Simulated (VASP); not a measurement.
# AlN (Fm-3m) in VASP: notebook

Aim: see how the results for AlN move with the level of theory and the settings. Levels: PBEsol, HSE06. Tasks: single point.

The COD entry that gives the cell may itself be a prediction, so a difference from it is no test against experiment.

Everything below comes from runs of VASP 6.6.1. Logs are shortened: lines on timing, memory, paths and dates and some standing lists are left out, and cuts for length are marked.

### Step 1. The cell of the first run

It takes space group Fm-3m (No. 225, cubic). Conventional cell: a = 3.938 Å, b = 3.938 Å, c = 3.938 Å, α = 90.00°, β = 90.00°, γ = 90.00°. Within 2.6 Å of Al (site symmetry m-3m) lie 6 N at 1.97 Å. N (site symmetry m-3m) has 6 Al at 1.97 Å within 2.6 Å.

### Step 2. Single point, PBEsol

Contents of INCAR:

```
PREC = Accurate ; ENCUT = 600
EDIFF = 1E-6 ; ISMEAR = 0
SIGMA = 0.01 ; LREAL = F
LASPH = T ; NELM = 120
ALGO = Normal ; ISIF = 2
LWAVE = F ; LCHARG = T
GGA = PS ; LELF = T
LVHAR = T ; NBANDS = 11
GGA_COMPAT = F
```

Contents of KPOINTS:

```
regular mesh
0
Gamma
  6 6 6
```

Contents of POSCAR:

```
AlN
1.0
    0.0000000000      1.9690000000      1.9690000000
    1.9690000000      0.0000000000      1.9690000000
    1.9690000000      1.9690000000      0.0000000000
Al N
1 1
Direct
    0.0000000000      0.0000000000      0.0000000000
    0.5000000000      0.5000000000      0.5000000000
```

Potentials or basis: VASP PAW PBE potentials, release 64 (Al, N).

The run is started by

```
$ cat potpaw_PBE.64/Al/POTCAR potpaw_PBE.64/N/POTCAR > POTCAR
$ mpirun -np 1 vasp_std > vasp.out
```

OUTCAR:

```text
PREC = Accurate
   ENCUT = 600
   EDIFF = 1E-6
   ISMEAR = 0
   LREAL = F
   LASPH = T
   NELM = 120
   ISIF = 2
   GGA = PS

 ion  position               nearest neighbor table
   1  0.000  0.000  0.000-   2 1.97   2 1.97   2 1.97   2 1.97   2 1.97   2 1.97
   2  0.500  0.500  0.500-   1 1.97   1 1.97   1 1.97   1 1.97   1 1.97   1 1.97

  LATTYP: Found a face centered cubic cell.
 ALAT       =     3.9380000000

  Lattice vectors:

 A1 = (   0.0000000000,   1.9690000000,   1.9690000000)
 A2 = (   1.9690000000,   0.0000000000,   1.9690000000)
 A3 = (   1.9690000000,   1.9690000000,   0.0000000000)

Analysis of symmetry for initial positions (statically):
=====================================================================
 Subroutine PRICEL returns:
 Original cell was already a primitive cell.

 Routine SETGRP: Setting up the symmetry group for a
 face centered cubic supercell.

 Subroutine GETGRP returns: Found 48 space group operations
 (whereof 48 operations were pure point group operations)
 out of a pool of 48 trial point group operations.

The static configuration has the point symmetry O_h .

Analysis of symmetry for dynamics (positions and initial velocities):
=====================================================================
 Subroutine PRICEL returns:
 Original cell was already a primitive cell.

 Routine SETGRP: Setting up the symmetry group for a
 face centered cubic supercell.

 Subroutine GETGRP returns: Found 48 space group operations
 (whereof 48 operations were pure point group operations)
 out of a pool of 48 trial point group operations.

The dynamic configuration has the point symmetry O_h .

 Subroutine INISYM returns: Found 48 space group operations
 (whereof 48 operations are pure point group operations),
 and found     1 'primitive' translations

----------------------------------------------------------------------------------------

                                     Primitive cell

  volume of cell :      15.2675

  direct lattice vectors                    reciprocal lattice vectors
     0.000000000  1.969000000  1.969000000    -0.253936008  0.253936008  0.253936008
     1.969000000  0.000000000  1.969000000     0.253936008 -0.253936008  0.253936008
     1.969000000  1.969000000  0.000000000     0.253936008  0.253936008 -0.253936008

  length of vectors
     2.784586504  2.784586504  2.784586504     0.439830068  0.439830068  0.439830068

  position of ions in fractional coordinates (direct lattice)
     0.000000000  0.000000000  0.000000000
     0.500000000  0.500000000  0.500000000

  ion indices of the primitive-cell ions
   primitive index   ion index
                 1           1
                 2           2

----------------------------------------------------------------------------------------

 KPOINTS: regular mesh

Automatic generation of k-mesh.
 Grid dimensions read from file:
 generate k-points for:    6    6    6

 Generating k-lattice:

  Cartesian coordinates                     Fractional coordinates (reciprocal lattice)
    -0.042322668  0.042322668  0.042322668     0.166666667  0.000000000  0.000000000
     0.042322668 -0.042322668  0.042322668     0.000000000  0.166666667  0.000000000
     0.042322668  0.042322668 -0.042322668     0.000000000  0.000000000  0.166666667

  Length of vectors
     0.073305011  0.073305011  0.073305011

  Shift w.r.t. Gamma in fractional coordinates (k-lattice)
     0.000000000  0.000000000  0.000000000

 Subroutine IBZKPT returns following result:
 ===========================================

 Found     16 irreducible k-points:

 Following reciprocal coordinates:
            Coordinates               Weight
  0.000000  0.000000  0.000000      1.000000
  0.166667  0.000000  0.000000      8.000000
  0.333333  0.000000  0.000000      8.000000
  0.500000  0.000000  0.000000      4.000000
  0.166667  0.166667  0.000000      6.000000
  0.333333  0.166667  0.000000     24.000000
[... 8 lines left out ...]
 -0.333333  0.333333  0.166667     24.000000
 -0.333333  0.500000  0.166667     12.000000
   k-points           NKPTS =     16   k-points in BZ     NKDIM =     16   number of bands    NBANDS=     11
   number of dos      NEDOS =    301   number of ions     NIONS =      2
   total plane-waves  NPLWV =  13824
   dimension x,y,z NGX =    24 NGY =   24 NGZ =   24
   dimension x,y,z NGXF=    48 NGYF=   48 NGZF=   48
   ions per type =               1   1
   NGX,Y,Z   is equivalent  to a cutoff of  14.33, 14.33, 14.33 a.u.
   NGXF,Y,Z  is equivalent  to a cutoff of  28.66, 28.66, 28.66 a.u.
 SYSTEM =  unknown system
   PREC   = accura    normal or accurate (medium, high low for compatibility)
   ISTART =      0    job   : 0-new  1-cont  2-samecut
   ICHARG =      2    charge: 1-file 2-atom 10-const
   ISPIN  =      1    spin polarized calculation?
   LNONCOLLINEAR =      F non collinear calculations
   LSORBIT =      F    spin-orbit coupling
   LASPH  =      T    aspherical Exc in radial PAW
   ENCUT  =  600.0 eV  44.10 Ry    6.64 a.u.   5.56  5.56  5.56*2*pi/ulx,y,z
   NELM   =    120;   NELMIN=  2; NELMDL= -5     # of ELM steps
   EDIFF  = 0.1E-05   stopping-criterion for ELM
   LREAL  =      F    real-space projection
   EDIFFG = 0.1E-04   stopping-criterion for IOM
   NSW    =      0    number of steps for IOM
   IBRION =     -1    ionic relax: 0-MD 1-quasi-New 2-CG
   NFREE  =      0    steps in history (QN), initial steepest desc. (CG)
   ISIF   =      2    stress and relaxation
   ISYM   =      2    0-nonsym 1-usesym 2-fastsym
   POTIM  = 0.5000    time-step for ionic-motion
   TEBEG  =    0.0;   TEEND  =   0.0 temperature during run
   PSTRESS=    0.0 pullay stress
   NELECT =       8.0000    total number of electrons
   NUPDOWN=      -1.0000    fix difference up-down
   EMIN   =  10.00;   EMAX   =-10.00  energy-range for DOS
   EFERMI =   0.00;   METHOD = LEGACY
   ISMEAR =     0;   SIGMA  =   0.01  broadening in eV -4-tet -1-fermi 0-gaus
   EFERMI_NEDOS =   21; number of points for ismear=-14 and -15
   IALGO  =     38    algorithm
   IMIX   =      4    mixing-type and parameters
     AMIX     =   0.40;   BMIX     =  1.00
     AMIX_MAG =   1.60;   BMIX_MAG =  1.00
  volume/ion in A,a.u.               =       7.63        51.51
  Fermi-wavevector in a.u.,A,eV,Ry     =   1.319823  2.494104 23.700443  1.741933
  Thomas-Fermi vector in A             =   2.449694
   LORBIT       =      0    0 simple, 1 ext, 2 COOP (PROOUT), +10 PAW based schemes
   GGA     = PS    functional components
   LHFCALC =     F    Hartree Fock is set to
   AEXX    =    0.0000 exact exchange contribution
   IVDW    =     0    specifies the selected vdW correction
   LEPSILON=     F    determine dielectric tensor
   LRPA    =     F    only Hartree local field effects (RPA)
 non-spin polarized calculation
 Gauss-broadening in eV      SIGMA  =   0.01
  energy-cutoff  :      600.00
  volume of cell :       15.27
 maximum number of plane-waves:       531
 NGX is ok and might be reduce to    24
   NGX = 11   NGY = 11   NGZ = 11

 number of electron       8.0000000 magnetization

 Free energy of the ion-electron system (eV)
  ---------------------------------------------------
  ext. energy  EPLUGINS =         0.00000000
  ---------------------------------------------------
  free energy    TOTEN  =       -15.35172384 eV

  energy without entropy =      -15.35172384  energy(sigma->0) =      -15.35172384

 E-fermi :  11.0381     XC(G=0): -12.8298

 val. band max:       10.9544706225   @ k =   0.0000   0.0000   0.0000
 cond. band min:      15.9360667929   @ k =   0.5000   0.5000   0.0000
 fundamental gap:      4.9815961704
 Fermi energy:        11.0381184452

 k-point     1 :       0.0000    0.0000    0.0000
  band No.  band energies     occupation
      1      -7.3437      2.00000
      2      10.9545      2.00000
      3      10.9545      2.00000
      4      10.9545      2.00000
      5      17.8079      0.00000
      6      23.2205      0.00000
      7      23.2205      0.00000
      8      23.2205      0.00000
      9      28.5207      0.00000
     10      29.2216      0.00000
     11      29.2216      0.00000

 k-point     2 :       0.1667    0.0000    0.0000
  band No.  band energies     occupation
      1      -6.7333      2.00000
      2       8.4804      2.00000
      3      10.5931      2.00000
      4      10.5931      2.00000
      5      18.7387      0.00000
      6      21.9775      0.00000
      7      23.9143      0.00000
      8      23.9143      0.00000
      9      27.1626      0.00000
     10      27.1626      0.00000
     11      29.9291      0.00000

 k-point     3 :       0.3333    0.0000    0.0000
  band No.  band energies     occupation
      1      -5.0845      2.00000
      2       4.3781      2.00000
      3       9.9761      2.00000
      4       9.9761      2.00000
      5      17.9508      0.00000
      6      23.1255      0.00000
      7      23.1255      0.00000
      8      23.9845      0.00000
      9      28.4619      0.00000
     10      29.3813      0.00000
     11      29.3813      0.00000

 k-point     4 :       0.5000    0.0000    0.0000
  band No.  band energies     occupation
      1      -3.7143      2.00000
      2       2.0574      2.00000
      3       9.7062      2.00000
      4       9.7062      2.00000
      5      17.5029      0.00000
      6      22.5026      0.00000
      7      22.5026      0.00000
      8      25.3874      0.00000
      9      27.8261      0.00000
     10      32.3842      0.00000
     11      32.3842      0.00000

 k-point     5 :       0.1667    0.1667    0.0000
  band No.  band energies     occupation
      1      -6.5337      2.00000
      2       8.7674      2.00000
      3       9.9648      2.00000
      4       9.9648      2.00000
      5      19.5962      0.00000
      6      19.9620      0.00000
      7      23.9648      0.00000
      8      25.0368      0.00000
      9      25.0368      0.00000
     10      30.1628      0.00000
     11      32.6687      0.00000
[... 99 lines left out ...]
 k-point    13 :       0.5000    0.5000    0.0000
  band No.  band energies     occupation
      1      -2.6008      2.00000
      2       2.9537      2.00000
      3       7.9191      2.00000
      4       7.9191      2.00000
      5      15.9361      0.00000
      6      16.2872      0.00000
      7      25.9105      0.00000
      8      29.3920      0.00000
      9      29.3920      0.00000
     10      34.9668      0.00000
     11      38.7068      0.00000

 k-point    14 :       0.5000    0.3333    0.1667
  band No.  band energies     occupation
      1      -3.8374      2.00000
      2       4.6003      2.00000
      3       6.7120      2.00000
      4       8.6303      2.00000
      5      19.9649      0.00000
      6      20.0189      0.00000
      7      21.8812      0.00000
      8      25.9362      0.00000
      9      28.5531      0.00000
     10      32.4051      0.00000
     11      35.8691      0.00000

 k-point    15 :      -0.3333    0.3333    0.1667
  band No.  band energies     occupation
      1      -2.8169      2.00000
      2       3.6398      2.00000
      3       5.8060      2.00000
      4       8.0214      2.00000
      5      19.7692      0.00000
      6      20.7562      0.00000
      7      23.1106      0.00000
      8      24.9030      0.00000
      9      29.8475      0.00000
     10      31.1626      0.00000
     11      36.8230      0.00000

 k-point    16 :      -0.3333    0.5000    0.1667
  band No.  band energies     occupation
      1      -2.4622      2.00000
      2       3.7640      2.00000
      3       5.9997      2.00000
      4       7.0452      2.00000
      5      18.6653      0.00000
      6      19.2874      0.00000
      7      24.2348      0.00000
      8      25.5812      0.00000
      9      30.1053      0.00000
     10      33.5176      0.00000
     11      37.0913      0.00000

------------------------ aborting loop because EDIFF is reached ----------------------------------------

  FORCE on cell =-STRESS in cart. coord.  units (eV):
  Direction    XX          YY          ZZ          XY          YZ          ZX
  --------------------------------------------------------------------------------------
  -------------------------------------------------------------------------------------
  Total        2.3490088      2.3490088      2.3490088      0.0000000     -0.0000000      0.0000000
  in kB      246.5063333    246.5063333    246.5063333      0.0000000     -0.0000000      0.0000000
  external PRESSURE =     246.5063333 kB  Pullay stress =       0.0000000 kB

 VOLUME and BASIS-vectors are now :
 -----------------------------------------------------------------------------
  energy-cutoff  :      600.00
  volume of cell :       15.27
      direct lattice vectors                 reciprocal lattice vectors
     0.000000000  1.969000000  1.969000000    -0.253936008  0.253936008  0.253936008
     1.969000000  0.000000000  1.969000000     0.253936008 -0.253936008  0.253936008
     1.969000000  1.969000000  0.000000000     0.253936008  0.253936008 -0.253936008

 POSITION                                       TOTAL-FORCE (eV/Angst)
 -----------------------------------------------------------------------------------
      0.00000      0.00000      0.00000        -0.000000      0.000000      0.000000
      1.96900      1.96900      1.96900         0.000000     -0.000000     -0.000000
 -----------------------------------------------------------------------------------
    total drift:                               -0.000000     -0.000000      0.000000

  FREE ENERGIE OF THE ION-ELECTRON SYSTEM (eV)
  ---------------------------------------------------
  free  energy   TOTEN  =       -15.3517238426 eV

  energy  without entropy=      -15.3517238426  energy(sigma->0) =      -15.35172384
```

It took 3.9 s on 1 thread of Intel Xeon 8259CL, shared host; peak memory 0.13 GiB.

What came out:

```yaml
Free_energy: -15.3517 eV
Pressure: 24.7 GPa
Band_gap_on_the_k_mesh: 4.98 eV, indirect (least direct gap 6.85 eV)
```

Levels at points of the mesh, in eV from the valence-band top:
```csv
k point,band 2,band 3,band 4,band 5,band 6,band 7
"(0.00, 0.00, 0.00)",0.00,0.00,0.00,6.85,12.27,12.27
"(0.50, 0.00, 0.00)",-8.90,-1.25,-1.25,6.55,11.55,11.55
"(0.50, 0.50, 0.00)",-8.00,-3.04,-3.04,4.98,5.33,14.96
```

Caveat: the k points lie up to 0.46 Å⁻¹ apart; the PAW data sets were made with another functional, which shifts forces and pressure a little.

### Step 3. Single point, HSE06

POSCAR is that of step 2.

Contents of INCAR.step1:

```
  PREC = Accurate
  ENCUT = 520
  EDIFF = 1E-5
  ISMEAR = 0
  SIGMA = 0.01
  LREAL = False
  LASPH = True
  NELM = 120
  ALGO = Normal
  ISIF = 2
  LWAVE = True
  GGA = PE
  NBANDS = 11
  GGA_COMPAT = False
```

Contents of INCAR.step2:

```
  PREC = Accurate
  ENCUT = 520
  EDIFF = 1E-6
  ISMEAR = 0
  SIGMA = 0.01
  LREAL = False
  LASPH = True
  NELM = 120
  ALGO = Normal
  ISIF = 2
  LWAVE = False
  LCHARG = True
  GGA = PE
  LHFCALC = True
  HFSCREEN = 0.2079
  PRECFOCK = Normal
  LELF = True
  LVHAR = True
  ISTART = 1
  NBANDS = 11
  GGA_COMPAT = False
```

KPOINTS is that of step 2.

Potentials or basis: VASP PAW PBE potentials, release 64 (Al, N).

The run is started by

```
$ cat potpaw_PBE.64/Al/POTCAR potpaw_PBE.64/N/POTCAR > POTCAR
$ cp INCAR.step1 INCAR
$ mpirun -np 1 vasp_std > vasp.out
$ cp INCAR.step2 INCAR
$ mpirun -np 1 vasp_std > vasp.out
```

Wall time 4.8 min (1 thread of Intel Xeon 8259CL, shared host); peak memory 0.24 GiB.

The run converged. Its results:

```
Free energy            : -17.0560 eV
Pressure               : 22.4 GPa
Band gap on the k mesh : 6.50 eV, indirect (least direct gap 8.49 eV)
```

Levels at points of the mesh, in eV from the valence-band top:
| k point | band 1 | band 2 | band 3 | band 4 | band 5 | band 6 | band 7 | band 8 | band 9 |
| --- | --- | --- | --- | --- | --- | --- | --- | --- | --- |
| (0.00, 0.00, 0.00) | -19.99 | 0.00 | 0.00 | 0.00 | 8.49 | 14.11 | 14.11 | 14.11 | 19.52 |
| (0.50, 0.00, 0.00) | -16.17 | -9.56 | -1.32 | -1.32 | 8.10 | 13.30 | 13.30 | 16.80 | 19.02 |
| (0.50, 0.50, 0.00) | -15.00 | -8.60 | -3.28 | -3.28 | 6.50 | 6.83 | 17.31 | 20.85 | 20.85 |

Caveat: the k points lie up to 0.46 Å⁻¹ apart; the PAW data sets were made with another functional, which shifts forces and pressure a little. A k mesh can miss the band edges.
